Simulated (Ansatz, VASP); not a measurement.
**CsH in VASP and in Ansatz**

POSCAR

```
CsH
1.0
    0.0000000000      3.0604800000      2.9329600000
    3.0604800000      0.0000000000      2.9329600000
    3.0604800000      3.0604800000      0.0000000000
Cs H
1 1
Direct
    0.0000000000      0.0000000000      0.0000000000
    0.5000000000      0.5000000000      0.5000000000
```

File INCAR.step1:

```
  ALGO = Normal
  EDIFF = 1E-4
  ENCUT = 520
  GGA = PE
  ISMEAR = 0
  LASPH = T
  LCHARG = F
  LREAL = F
  LWAVE = T
  NBANDS = 12
  NELM = 60
  PREC = Accurate
  SIGMA = 0.05
```

INCAR.step2

```
  ALGO = Normal
  EDIFF = 1E-7
  ENCUT = 520
  ISIF = 2
  ISMEAR = 0
  ISTART = 1
  LASPH = T
  LCHARG = F
  LMIXTAU = T
  LREAL = F
  LWAVE = F
  METAGGA = R2SCAN
  NBANDS = 12
  NELM = 60
  PREC = Accurate
  SIGMA = 0.05
```

The input KPOINTS:

```
k-points
0
Gamma
  6 6 6
```

Input for Ansatz:

```yaml
crystal:
  lattice:
    - [0.0, 3.06048, 2.93296]
    - [3.06048, 0.0, 2.93296]
    - [3.06048, 3.06048, 0.0]
  atoms:
    - { symbol: Cs, position: [0.0, 0.0, 0.0] }
    - { symbol: H, position: [0.5, 0.5, 0.5] }
basis:
  ecutwfc: 500
kpoints:
  mp_grid: { grid: [6, 6, 6] }
hamiltonian:
  xc: r2scan
scf:
  occupations: { method: gaussian, width: 0.05 }
output:
  forces: true
  stress: true
  eigenvalues: true
```

Change from the starting cell: strain -0.040 along x and y, -0.080 along z, atoms carried along.

Alike in both runs: task single point; functional r2SCAN; k mesh 6 × 6 × 6; occupations gaussian, width 0.05 eV; no spin polarisation.

|  | VASP | Ansatz |
| --- | --- | --- |
| version | VASP 6.6.1 | Ansatz 0.2.0 |
| potentials or method | VASP PAW PBE potentials, release 64 (Cs_sv, H), cutoff 520 eV | scalar-relativistic, plane waves, PAW |
| valence electrons in the cell | 10 | 10 |

```csv
,VASP,Ansatz,Ansatz less VASP
gap on the k mesh at the Fermi level (eV),2.41,2.44,+0.028
least direct gap on the mesh (eV),2.41,2.44,+0.028
pressure (GPa),2.4,2.3,-0.09
"traceless stress, the component that is largest in VASP (GPa)",1.32,1.29,-0.026
```

VASP's potentials were made for PBE, not for r2SCAN.

Spin-orbit coupling is off throughout.
